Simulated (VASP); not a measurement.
Write the native input for VASP 6.6.1 that does the following.

```
Task                   : single point
Functional             : PBE
Potentials or basis    : VASP PAW PBE potentials, release 64 (Pt)
Cutoff                 : 520 eV
k mesh                 : 20 × 20 × 20
Occupations            : gaussian, width 0.15 eV
Spin                   : no spin polarisation
Dipole correction      : no
Further INCAR settings : ALGO = Normal; EDIFF = 1e-06; NBANDS = 11
```

The structure of Pt lies in POSCAR:

```
Pt
1.0
    0.0000000000      1.9579000000      2.0166370000
    1.9579000000      0.0000000000      2.0166370000
    1.9579000000      1.9579000000      0.0000000000
Pt
1
Direct
    0.0000000000      0.0000000000      0.0000000000
```

This cell differs from its parent crystal: strain +0.000 along x and y, +0.030 along z.

These files were run (other wordings do the same):

INCAR

```
PREC = Accurate ; ENCUT = 520
EDIFF = 1E-6 ; ISMEAR = 0
SIGMA = 0.15 ; LREAL = F
LASPH = T ; NELM = 60
ALGO = Normal ; ISIF = 2
LWAVE = F ; LCHARG = T
GGA = PE ; LELF = T
LVHAR = T ; NBANDS = 11
```

KPOINTS

```
Automatic mesh
0
Gamma
  20 20 20
```

Potentials or basis: VASP PAW PBE potentials, release 64 (Pt).

The run is started by

```console
$ cat potpaw_PBE.64/Pt/POTCAR > POTCAR
$ mpirun -np 1 vasp_std > vasp.out
```

Results of the run:

```
Pressure               : 2.7 GPa
Band gap on the k mesh : zero (bands 5 and 6 overlap by 2.26 eV)
```

Caveat: the cell differs from its parent crystal (strain +0.000 along x and y, +0.030 along z); spin-orbit coupling is left out, which moves the levels of the heavy elements.

Wall time 4 min on 1 thread of AMD EPYC 7R13 (shared host), peak memory 0.21 GiB.
